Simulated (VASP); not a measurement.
# Ta (Fm-3m) in VASP: further runs

Runs on Ta. Level: r2SCAN. Tasks: single point.

All numbers are computed with VASP 6.6.1; they aren't measurements. Logs are shortened: lines on timing, memory, paths and dates and some standing lists are left out, and cuts for length are marked.

## 1. The cell of the first run

Symmetry: Fm-3m, No. 225, cubic system. The conventional cell has a = 4.172 Å, b = 4.172 Å, c = 4.172 Å, α = 90.00°, β = 90.00°, γ = 90.00°. Within 3.9 Å of Ta (site symmetry m-3m) lie 12 Ta at 2.95 Å.

This isn't the form of Ta at room conditions, which is bcc.

## 2. Single point, r2SCAN

Input file POSCAR:

```
Ta
1.0
    0.0000000000      2.0859058039      2.0859058039
    2.0859058039      0.0000000000      2.0859058039
    2.0859058039      2.0859058039      0.0000000000
Ta
1
Direct
    0.0000000000      0.0000000000      0.0000000000
```

Input file INCAR.step1:

```
SYSTEM = Ta
ALGO     = Normal         ! electronic algorithm
EDIFF    = 1E-5           ! SCF threshold, eV
ENCUT    = 550            ! plane-wave cutoff, eV
GGA      = PE             ! functional
GGA_COMPAT= .FALSE.      
ISMEAR   = -1             ! smearing method
LASPH    = .TRUE.         ! aspherical terms in the spheres
LCHARG   = .FALSE.        ! write CHGCAR
LREAL    = .FALSE.        ! projectors in reciprocal space
LWAVE    = .TRUE.         ! write WAVECAR
NBANDS   = 12             ! bands
NELM     = 120            ! most SCF steps
PREC     = Accurate       ! precision mode
SIGMA    = 0.08           ! smearing width, eV
```

Input file INCAR.step2:

```
SYSTEM = Ta
ALGO     = Normal         ! electronic algorithm
EDIFF    = 1E-6           ! SCF threshold, eV
ENCUT    = 550            ! plane-wave cutoff, eV
GGA_COMPAT= .FALSE.      
ISIF     = 2              ! what is computed and relaxed
ISMEAR   = -1             ! smearing method
ISTART   = 1            
LASPH    = .TRUE.         ! aspherical terms in the spheres
LCHARG   = .FALSE.        ! write CHGCAR
LMIXTAU  = .TRUE.       
LREAL    = .FALSE.        ! projectors in reciprocal space
LWAVE    = .FALSE.        ! write WAVECAR
METAGGA  = R2SCAN         ! meta-GGA
NBANDS   = 12             ! bands
NELM     = 120            ! most SCF steps
PREC     = Accurate       ! precision mode
SIGMA    = 0.08           ! smearing width, eV
```

Input file KPOINTS:

```
k-points
0
G
  14 14 14
  0 0 0
```

Potentials or basis: VASP PAW PBE potentials, release 64 (Ta_pv).

On the command line:

```console
> cat potpaw_PBE.64/Ta_pv/POTCAR > POTCAR
> cp INCAR.step1 INCAR
> mpirun -np 1 vasp_std > vasp.out
> cp INCAR.step2 INCAR
> mpirun -np 1 vasp_std > vasp.out
```

OUTCAR:

```text
SYSTEM = Ta
   EDIFF = 1E-6
   ENCUT = 550
   ISIF = 2
   ISMEAR = -1
   ISTART = 1
   LASPH = .TRUE.
   LREAL = .FALSE.
   METAGGA = R2SCAN
   NELM = 120
   PREC = Accurate

 ion  position               nearest neighbor table
   1  0.000  0.000  0.000-

  LATTYP: Found a face centered cubic cell.
 ALAT       =     4.1718116078

  Lattice vectors:

 A1 = (   0.0000000000,   2.0859058039,   2.0859058039)
 A2 = (   2.0859058039,   0.0000000000,   2.0859058039)
 A3 = (   2.0859058039,   2.0859058039,   0.0000000000)

Analysis of symmetry for initial positions (statically):
=====================================================================
 Subroutine PRICEL returns:
 Original cell was already a primitive cell.

 Routine SETGRP: Setting up the symmetry group for a
 face centered cubic supercell.

 Subroutine GETGRP returns: Found 48 space group operations
 (whereof 48 operations were pure point group operations)
 out of a pool of 48 trial point group operations.

The static configuration has the point symmetry O_h .

Analysis of symmetry for dynamics (positions and initial velocities):
=====================================================================
 Subroutine PRICEL returns:
 Original cell was already a primitive cell.

 Routine SETGRP: Setting up the symmetry group for a
 face centered cubic supercell.

 Subroutine GETGRP returns: Found 48 space group operations
 (whereof 48 operations were pure point group operations)
 out of a pool of 48 trial point group operations.

The dynamic configuration has the point symmetry O_h .

 Subroutine INISYM returns: Found 48 space group operations
 (whereof 48 operations are pure point group operations),
 and found     1 'primitive' translations

----------------------------------------------------------------------------------------

                                     Primitive cell

  volume of cell :      18.1516

  direct lattice vectors                    reciprocal lattice vectors
     0.000000000  2.085905804  2.085905804    -0.239704017  0.239704017  0.239704017
     2.085905804  0.000000000  2.085905804     0.239704017 -0.239704017  0.239704017
     2.085905804  2.085905804  0.000000000     0.239704017  0.239704017 -0.239704017

  length of vectors
     2.949916278  2.949916278  2.949916278     0.415179536  0.415179536  0.415179536

  position of ions in fractional coordinates (direct lattice)
     0.000000000  0.000000000  0.000000000

  ion indices of the primitive-cell ions
   primitive index   ion index
                 1           1

----------------------------------------------------------------------------------------

 KPOINTS: k-points

Automatic generation of k-mesh.
 Grid dimensions read from file:
 generate k-points for:   14   14   14

 Generating k-lattice:

  Cartesian coordinates                     Fractional coordinates (reciprocal lattice)
    -0.017121715  0.017121715  0.017121715     0.071428571  0.000000000  0.000000000
     0.017121715 -0.017121715  0.017121715     0.000000000  0.071428571  0.000000000
     0.017121715  0.017121715 -0.017121715     0.000000000  0.000000000  0.071428571

  Length of vectors
     0.029655681  0.029655681  0.029655681

  Shift w.r.t. Gamma in fractional coordinates (k-lattice)
     0.000000000  0.000000000  0.000000000

 Subroutine IBZKPT returns following result:
 ===========================================

 Found    104 irreducible k-points:

 Following reciprocal coordinates:
            Coordinates               Weight
  0.000000  0.000000  0.000000      1.000000
  0.071429  0.000000  0.000000      8.000000
  0.142857  0.000000  0.000000      8.000000
  0.214286  0.000000  0.000000      8.000000
  0.285714  0.000000  0.000000      8.000000
  0.357143  0.000000  0.000000      8.000000
[... 16 lines left out ...]
  0.214286  0.142857  0.000000     24.000000
  0.285714  0.142857  0.000000     24.000000
 [... further k-points ...]
   k-points           NKPTS =    104   k-points in BZ     NKDIM =    104   number of bands    NBANDS=     12
   number of dos      NEDOS =    301   number of ions     NIONS =      1
   total plane-waves  NPLWV =  13824
   dimension x,y,z NGX =    24 NGY =   24 NGZ =   24
   dimension x,y,z NGXF=    48 NGYF=   48 NGZF=   48
   ions per type =               1
   NGX,Y,Z   is equivalent  to a cutoff of  13.53, 13.53, 13.53 a.u.
   NGXF,Y,Z  is equivalent  to a cutoff of  27.05, 27.05, 27.05 a.u.
 SYSTEM =  Ta
   PREC   = accura    normal or accurate (medium, high low for compatibility)
   ISTART =      1    job   : 0-new  1-cont  2-samecut
   ICHARG =      0    charge: 1-file 2-atom 10-const
   ISPIN  =      1    spin polarized calculation?
   LNONCOLLINEAR =      F non collinear calculations
   LSORBIT =      F    spin-orbit coupling
   LASPH  =      T    aspherical Exc in radial PAW
   ENCUT  =  550.0 eV  40.42 Ry    6.36 a.u.   5.64  5.64  5.64*2*pi/ulx,y,z
   NELM   =    120;   NELMIN=  2; NELMDL=  0     # of ELM steps
   EDIFF  = 0.1E-05   stopping-criterion for ELM
   LREAL  =      F    real-space projection
   EDIFFG = 0.1E-04   stopping-criterion for IOM
   NSW    =      0    number of steps for IOM
   IBRION =     -1    ionic relax: 0-MD 1-quasi-New 2-CG
   NFREE  =      0    steps in history (QN), initial steepest desc. (CG)
   ISIF   =      2    stress and relaxation
   ISYM   =      2    0-nonsym 1-usesym 2-fastsym
   POTIM  = 0.5000    time-step for ionic-motion
   TEBEG  =    0.0;   TEEND  =   0.0 temperature during run
   PSTRESS=    0.0 pullay stress
   NELECT =      11.0000    total number of electrons
   NUPDOWN=      -1.0000    fix difference up-down
   EMIN   =  10.00;   EMAX   =-10.00  energy-range for DOS
   EFERMI =   0.00;   METHOD = LEGACY
   ISMEAR =    -1;   SIGMA  =   0.08  broadening in eV -4-tet -1-fermi 0-gaus
   EFERMI_NEDOS =   21; number of points for ismear=-14 and -15
   IALGO  =     38    algorithm
   IMIX   =      4    mixing-type and parameters
     AMIX     =   0.40;   BMIX     =  1.00
     AMIX_MAG =   1.60;   BMIX_MAG =  1.00
  volume/ion in A,a.u.               =      18.15       122.49
  Fermi-wavevector in a.u.,A,eV,Ry     =   1.385376  2.617981 26.113213  1.919267
  Thomas-Fermi vector in A             =   2.509792
   LORBIT       =      0    0 simple, 1 ext, 2 COOP (PROOUT), +10 PAW based schemes
   METAGGA = R2SCAN    functional components
   LHFCALC =     F    Hartree Fock is set to
   AEXX    =    0.0000 exact exchange contribution
   IVDW    =     0    specifies the selected vdW correction
   LEPSILON=     F    determine dielectric tensor
   LRPA    =     F    only Hartree local field effects (RPA)
 non-spin polarized calculation
  energy-cutoff  :      550.00
  volume of cell :       18.15
 maximum number of plane-waves:       544
   NGX = 11   NGY = 11   NGZ = 11

 number of electron      11.0000001 magnetization

 Free energy of the ion-electron system (eV)
  ---------------------------------------------------
  ext. energy  EPLUGINS =         0.00000000
  ---------------------------------------------------
  free energy    TOTEN  =       -48.34172645 eV

  energy without entropy =      -48.31942045  energy(sigma->0) =      -48.33057345

 E-fermi :   5.6960     XC(G=0): -13.7202

 val. band max:        5.6690839052   @ k =   0.4286   0.1429   0.0714
 cond. band min:       5.7138313552   @ k =   0.5000   0.2857   0.0000
 fundamental gap:      0.0447474500
 Fermi energy:         5.6960383171

 k-point     1 :       0.0000    0.0000    0.0000
  band No.  band energies     occupation
      1     -29.0072      2.00000
      2     -29.0072      2.00000
      3     -29.0072      2.00000
      4      -3.0323      2.00000
      5       6.1783      0.00481
      6       6.1783      0.00481
      7       6.1783      0.00481
      8       9.5744      0.00000
      9       9.5744      0.00000
     10      17.2574      0.00000
     11      18.7930      0.00000
     12      24.2516      0.00000

 k-point     2 :       0.0714    0.0000    0.0000
  band No.  band energies     occupation
      1     -29.0713      2.00000
      2     -29.0151      2.00000
      3     -29.0151      2.00000
      4      -2.8099      2.00000
      5       5.9781      0.05716
      6       6.2830      0.00130
      7       6.2830      0.00130
      8       9.4688      0.00000
      9       9.4688      0.00000
     10      17.2573      0.00000
     11      19.2627      0.00000
     12      23.1446      0.00000

 k-point     3 :       0.1429    0.0000    0.0000
  band No.  band energies     occupation
      1     -29.2478      2.00000
      2     -29.0372      2.00000
      3     -29.0372      2.00000
      4      -2.1811      2.00000
      5       5.5040      1.83382
      6       6.5271      0.00006
      7       6.5271      0.00006
      8       9.2781      0.00000
      9       9.2781      0.00000
     10      17.2571      0.00000
     11      20.3072      0.00000
     12      21.6773      0.00000

 k-point     4 :       0.2143    0.0000    0.0000
  band No.  band energies     occupation
      1     -29.4954      2.00000
      2     -29.0689      2.00000
      3     -29.0689      2.00000
      4      -1.2702      2.00000
      5       5.0284      1.99953
      6       6.6799      0.00001
      7       6.6799      0.00001
      8       9.3426      0.00000
      9       9.3426      0.00000
     10      17.2564      0.00000
     11      19.5964      0.00000
     12      22.4723      0.00000

 k-point     5 :       0.2857    0.0000    0.0000
  band No.  band energies     occupation
      1     -29.7608      2.00000
      2     -29.1038      2.00000
      3     -29.1038      2.00000
      4      -0.3178      2.00000
      5       4.8500      1.99995
      6       6.5520      0.00005
      7       6.5520      0.00005
      8       9.9157      0.00000
      9       9.9157      0.00000
     10      17.2546      0.00000
     11      18.4141      0.00000
     12      22.8059      0.00000
[... 228 lines left out ...]
      1     -29.1591      2.00000
      2     -29.0513      2.00000
      3     -29.0177      2.00000
      4      -2.4508      2.00000
      5       5.6643      1.19596
      6       6.4391      0.00018
      7       6.4677      0.00013
      8       9.0787      0.00000
      9       9.5774      0.00000
     10      17.2572      0.00000
     11      19.9862      0.00000
     12      22.3424      0.00000

 k-point    22 :       0.1429    0.1429    0.0000
  band No.  band energies     occupation
      1     -29.2420      2.00000
      2     -29.0893      2.00000
      3     -29.0893      2.00000
      4      -1.8957      2.00000
      5       5.0593      1.99930
      6       6.8800      0.00000
      7       6.8800      0.00000
      8       8.1595      0.00000
      9       9.9734      0.00000
     10      17.2570      0.00000
     11      21.1278      0.00000
     12      22.7976      0.00000

 k-point    23 :       0.2143    0.1429    0.0000
  band No.  band energies     occupation
      1     -29.4026      2.00000
      2     -29.1297      2.00000
      3     -29.1204      2.00000
      4      -1.2020      2.00000
      5       4.5953      2.00000
      6       6.9556      0.00000
      7       7.2154      0.00000
      8       7.9511      0.00000
      9      10.1777      0.00000
     10      17.2569      0.00000
     11      21.8495      0.00000
     12      22.5328      0.00000

 k-point    24 :       0.2857    0.1429    0.0000
  band No.  band energies     occupation
      1     -29.6202      2.00000
      2     -29.1693      2.00000
      3     -29.1579      2.00000
      4      -0.2875      2.00000
      5       4.2401      2.00000
      6       6.3677      0.00045
      7       7.3519      0.00000
      8       8.7300      0.00000
      9      10.5989      0.00000
     10      17.2562      0.00000
     11      20.5904      0.00000
     12      23.7196      0.00000

 [... further k-points ...]

------------------------ aborting loop because EDIFF is reached ----------------------------------------

  FORCE on cell =-STRESS in cart. coord.  units (eV):
  Direction    XX          YY          ZZ          XY          YZ          ZX
  --------------------------------------------------------------------------------------
  -------------------------------------------------------------------------------------
  Total        0.6722016      0.6722016      0.6722016      0.0000000      0.0000000     -0.0000000
  in kB       59.3329621     59.3329621     59.3329621      0.0000000      0.0000000     -0.0000000
  external PRESSURE =      59.3329621 kB  Pullay stress =       0.0000000 kB

 VOLUME and BASIS-vectors are now :
 -----------------------------------------------------------------------------
  energy-cutoff  :      550.00
  volume of cell :       18.15
      direct lattice vectors                 reciprocal lattice vectors
     0.000000000  2.085905804  2.085905804    -0.239704017  0.239704017  0.239704017
     2.085905804  0.000000000  2.085905804     0.239704017 -0.239704017  0.239704017
     2.085905804  2.085905804  0.000000000     0.239704017  0.239704017 -0.239704017

 POSITION                                       TOTAL-FORCE (eV/Angst)
 -----------------------------------------------------------------------------------
      0.00000      0.00000      0.00000         0.000000      0.000000      0.000000
 -----------------------------------------------------------------------------------
    total drift:                                0.000000      0.000000     -0.000000

  FREE ENERGIE OF THE ION-ELECTRON SYSTEM (eV)
  ---------------------------------------------------
  free  energy   TOTEN  =       -48.3417264548 eV

  energy  without entropy=      -48.3194204483  energy(sigma->0) =      -48.33057345
```

Wall time 59 s (1 thread of Intel Xeon Platinum 8259CL at 2.50GHz (Skylake/Cascade Lake), shared host); peak memory 0.16 GiB.

Results:

```
Free energy            : -48.3417 eV
Pressure               : 5.9 GPa
Band gap on the k mesh : zero (an odd number of electrons rules out a gap without spin polarisation)
```

Caveat: the cell stands under pressure; the PAW data sets were made with another functional, which shifts forces and pressure a little; spin-orbit coupling is left out, which moves the levels of the heavy elements.

(Continued in part 2 of 2.)

The gap in the log of VASP goes by the Fermi energy; the results here count the filled bands.